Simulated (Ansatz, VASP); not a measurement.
**Two plane-wave programs on Pt**

Contents of INCAR:

```
SYSTEM = Pt
PREC = Accurate
ENCUT = 600
EDIFF = 1E-7
ISMEAR = 0
SIGMA = 0.1
LREAL = .FALSE.
LASPH = .TRUE.
NELM = 100
ALGO = Fast
ISIF = 3
LWAVE = .FALSE.
LCHARG = .FALSE.
GGA = PE
IBRION = 2
NSW = 100
EDIFFG = -0.01
```

KPOINTS

```
Automatic mesh
0
G
  10 10 10
  0 0 0
```

POSCAR

```
Pt
1.0
    0.0000000000      3.6919521826      3.6919521826
    3.6919521826      0.0000000000      3.6919521826
    3.6919521826      3.6919521826      0.0000000000
Pt
6
Direct
    0.6250000000      0.1250000000      0.6250000000
    0.6250000000      0.6250000000      0.1250000000
    0.6250000000      0.6250000000      0.6250000000
    0.1250000000      0.6250000000      0.6250000000
    0.0000000000      0.0000000000      0.0000000000
    0.2500000000      0.2500000000      0.2500000000
```

Input for Ansatz:

```yaml
crystal:
  lattice:
    - [0.0, 3.6919521826, 3.6919521826]
    - [3.6919521826, 0.0, 3.6919521826]
    - [3.6919521826, 3.6919521826, 0.0]
  atoms:
    - { symbol: Pt, position: [0.625, 0.125, 0.625] }
    - { symbol: Pt, position: [0.625, 0.625, 0.125] }
    - { symbol: Pt, position: [0.625, 0.625, 0.625] }
    - { symbol: Pt, position: [0.125, 0.625, 0.625] }
    - { symbol: Pt, position: [0.0, 0.0, 0.0] }
    - { symbol: Pt, position: [0.25, 0.25, 0.25] }
basis:
  ecutwfc: 420
kpoints:
  mp_grid: { grid: [10, 10, 10] }
hamiltonian:
  xc: pbe
scf:
  occupations: { method: gaussian, width: 0.1 }
output:
  forces: true
  stress: true
  eigenvalues: true
  write_density: true
  write_potential: true
  elf: true
  volumetric_format: npy
relax:
  adjacent_minimum: "off"
  f_tol: 0.01
  max_steps: 80
  cell: { stress_tol: 0.05 }
```

Alike in both runs: task relaxation of cell and atoms; functional PBE; k mesh 10 × 10 × 10; occupations gaussian, width 0.1 eV; no spin polarisation.

```csv
,VASP,Ansatz
version,VASP 6.6.1,Ansatz 0.2.0
potentials or method,"VASP PAW PBE potentials, release 64 (Pt), cutoff 600 eV","scalar-relativistic, plane waves, PAW"
valence electrons in the cell,60,108
```

|  | VASP | Ansatz | Ansatz less VASP |
| --- | --- | --- | --- |
| gap on the k mesh at the Fermi level, each at its own relaxed structure (eV) | none | none | - |
| relaxed volume (Å³/atom) | 16.69 | 16.72 | +0.028 |
| relaxed cell length with the largest relative difference (Å) | 5.212 | 5.215 | +0.0029 |

A gap of «none» marks a metal or a gap that the smearing closes. VASP's potentials hold 60 valence electrons a cell and Ansatz's 108, so a difference there can come from the potentials and not from the codes.

Spin-orbit coupling is off throughout.
